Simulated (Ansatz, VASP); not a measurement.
**MgO2: VASP beside Ansatz**

Contents of POSCAR:

```
MgO2
1.0
    1.5566181855      0.8987139284      3.4939788749
   -1.5566181855      0.8987139284      3.4939788749
    0.0000000000     -1.7974278569      3.4939788749
Mg O
1 2
Direct
    0.0000000000      0.0000000000      0.0000000000
    0.4287860000      0.4287860000      0.4287860000
    0.5712140000      0.5712140000      0.5712140000
```

Contents of INCAR.step1:

```
PREC     = Accurate       # precision mode
ENCUT    = 520            # plane-wave cutoff, eV
ISMEAR   = 0              # smearing method
SIGMA    = 0.05           # smearing width, eV
LREAL    = False          # projectors in reciprocal space
LASPH    = True           # aspherical terms in the spheres
NELM     = 60             # most SCF steps
NBANDS   = 14             # bands
GGA      = PE             # functional
ALGO     = Normal         # electronic algorithm
EDIFF    = 1E-4           # SCF threshold, eV
LWAVE    = True           # write WAVECAR
LCHARG   = False          # write CHGCAR
```

Contents of INCAR.step2:

```
PREC     = Accurate       # precision mode
ENCUT    = 520            # plane-wave cutoff, eV
EDIFF    = 1E-6           # SCF threshold, eV
ISMEAR   = 0              # smearing method
SIGMA    = 0.05           # smearing width, eV
LREAL    = False          # projectors in reciprocal space
LASPH    = True           # aspherical terms in the spheres
NELM     = 60             # most SCF steps
ALGO     = Normal         # electronic algorithm
ISIF     = 2              # what is computed and relaxed
LWAVE    = False          # write WAVECAR
LCHARG   = False          # write CHGCAR
METAGGA  = R2SCAN         # meta-GGA
LMIXTAU  = True         
NBANDS   = 14             # bands
ISTART   = 1
```

KPOINTS

```
regular mesh
0
Gamma
  12 12 12
```

Input for Ansatz:

```yaml
crystal:
  lattice:
    - [1.5566181855, 0.8987139284, 3.4939788749]
    - [-1.5566181855, 0.8987139284, 3.4939788749]
    - [0.0, -1.7974278569, 3.4939788749]
  atoms:
    - { symbol: Mg, position: [0.0, 0.0, 0.0] }
    - { symbol: O, position: [0.428786, 0.428786, 0.428786] }
    - { symbol: O, position: [0.571214, 0.571214, 0.571214] }
basis:
  ecutwfc: 500
kpoints:
  mp_grid: { grid: [12, 12, 12] }
hamiltonian:
  xc: r2scan
scf:
  occupations: { method: gaussian, width: 0.05 }
output:
  forces: true
  stress: true
  eigenvalues: true
```

Change from the starting cell: strain -0.030 along x and y, +0.000 along z, atoms carried along.

Alike in both runs: task single point; functional r2SCAN; k mesh 12 × 12 × 12; occupations gaussian, width 0.05 eV; no spin polarisation.

|  | VASP | Ansatz |
| --- | --- | --- |
| version | VASP 6.6.1 | Ansatz 0.2.0 |
| potentials or method | VASP PAW PBE potentials, release 64 (Mg, O), cutoff 520 eV | scalar-relativistic, plane waves, PAW |
| valence electrons in the cell | 14 | 22 |

|  | VASP | Ansatz | Ansatz less VASP |
| --- | --- | --- | --- |
| gap on the k mesh at the Fermi level (eV) | 2.82 | 2.85 | +0.031 |
| least direct gap on the mesh (eV) | 2.82 | 2.85 | +0.031 |
| pressure (GPa) | 1.0 | 1.3 | +0.34 |
| traceless stress, the component that is largest in VASP (GPa) | -5.28 | -6.76 | -1.479 |
| rms of the force components (eV/Å) | 0.173 | 0.297 | +0.1238 |

VASP's potentials were made for PBE, not for r2SCAN. Atom by atom the forces differ by 0.124 eV/Å (rms over components). VASP's potentials hold 14 valence electrons a cell and Ansatz's 22, so a difference there can come from the potentials and not from the codes.
